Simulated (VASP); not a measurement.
The system is C.

```
C
1.0
    -2.14142    2.74299    2.83374
     2.14142   -2.74299    2.83374
     2.14142    2.74299   -2.83374
C
5
Direct
  0.08309 0.02149 0.39494
  0.62655 0.02149 0.93840
  0.62655 0.68815 0.60506
  0.08309 0.68815 0.06160
  0.16667 0.16667 0.00000
```

| Item | Value |
| --- | --- |
| Program | VASP 6.6.1 |
| Task | relaxation of cell and atoms |
| Functional | PBE |
| Potentials or basis | VASP PAW PBE potentials, release 64 (C) |
| Cutoff | 600 eV |
| k mesh | 6 × 6 × 6 |
| Occupations | gaussian, width 0.1 eV |
| Spin | no spin polarisation |

At the start: pressure -22.4 GPa; volume 13.32 Å³/atom.

Task: How do energy, volume and symmetry change on relaxing?

Result: Over 42 steps the energy falls by 2091.4 meV/atom and the volume is 8.83 Å³/atom (-33.7 %); space group I4/mmm (No. 139, to 0.05 Å).

The path:
| step | energy change (eV) | largest force (eV/Å) | pressure (GPa) | volume (Å³) |
| --- | --- | --- | --- | --- |
| 1 | 0.0000 | 3.4221 | -22.44 | 66.58 |
| 3 | -0.1507 | 3.3478 | -22.74 | 65.02 |
| 5 | -0.8129 | 3.6772 | -4.91 | 59.57 |
| 7 | -0.8811 | 1.5599 | -10.26 | 60.71 |
| 9 | -5.4801 | 6.7875 | 30.37 | 32.13 |
| 11 | -5.8115 | 6.9894 | 49.62 | 29.89 |
| 13 | -7.1298 | 5.6472 | 27.35 | 30.90 |
| 15 | -8.3267 | 5.1190 | 8.80 | 33.14 |
| 17 | -8.0042 | 5.0174 | 5.31 | 39.28 |
| 19 | -9.7574 | 2.3659 | 4.08 | 35.98 |
| 21 | -10.1273 | 1.5037 | 10.30 | 36.36 |
| 23 | -10.2447 | 0.4250 | 2.52 | 37.55 |
| 25 | -10.3701 | 0.4851 | 3.06 | 39.04 |
| 27 | -10.3912 | 0.7341 | 4.94 | 40.25 |
| 29 | -10.4305 | 0.5323 | 4.05 | 41.79 |
| 31 | -10.4486 | 0.1603 | -0.60 | 43.04 |
| 33 | -10.4522 | 0.1569 | -0.11 | 43.12 |
| 35 | -10.4533 | 0.0648 | 0.85 | 43.13 |
| 37 | -10.4553 | 0.0819 | 0.45 | 43.53 |
| 39 | -10.4559 | 0.0592 | 0.00 | 43.76 |
| 41 | -10.4566 | 0.0640 | -0.20 | 43.97 |
| 42 | -10.4570 | 0.0344 | -0.06 | 44.14 |

Final structure:
```yaml
crystal:
  lattice:
    - [-1.83306, 1.83125, 3.28759]
    - [1.83306, -1.83125, 3.28759]
    - [1.83306, 1.83125, -3.28759]
  atoms:
    - { symbol: C, position: [0.01475, 0.01448, 0.39498] }
    - { symbol: C, position: [0.61951, 0.01448, 0.99974] }
    - { symbol: C, position: [0.61951, 0.61977, 0.60503] }
    - { symbol: C, position: [0.01474, 0.61977, 0.00026] }
    - { symbol: C, position: [0.31744, 0.31744, 0.00000] }
```

Caveat: the volume moved by over 15 % at a fixed basis, so the end points are rough.
